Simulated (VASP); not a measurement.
Crystal: BN.

```xyz
4
Lattice="2.4982 0.0000 0.0000 -1.2491 2.1635 0.0000 0.0000 0.0000 6.6357" Properties=species:S:1:pos:R:3 pbc="T T T"
N     1.2491    0.7212    1.6589
N     0.0000    1.4424    4.9768
B     1.2491    0.7212    4.9768
B     0.0000    1.4424    1.6589
```

Program: VASP 6.6.1. Alike in all runs: task single point; no spin polarisation; cell as given; k mesh 12 × 12 × 4; cutoff (eV) 520.

Task: Order these runs on this cell by their pressure, lowest first.
A. level PBEsol; potentials or basis VASP PAW PBE potentials, release 64 (N, B); smearing fermi-dirac 0.05 eV
B. level PBE; potentials or basis VASP PAW PBE potentials, release 64 (N, B); smearing gaussian 0.015 eV
C. level PBE exchange alone; potentials or basis VASP PAW PBE potentials, release 64 (N, B); smearing fermi-dirac 0.05 eV
D. level LDA; potentials or basis VASP PAW LDA potentials, release 64 (N, B); smearing fermi-dirac 0.05 eV
E. level RPBE; potentials or basis VASP PAW PBE potentials, release 64 (N, B); smearing fermi-dirac 0.05 eV

Result: D (-2.5 GPa), A (2.5 GPa), B (5.2 GPa), E (9.1 GPa), C (18.0 GPa).

Caveats: this functional lacks dispersion, which binds the layers, so the pressure and a relaxed spacing across them are unreliable (some runs); the PAW data sets were made with another functional, which shifts forces and pressure a little (some runs).
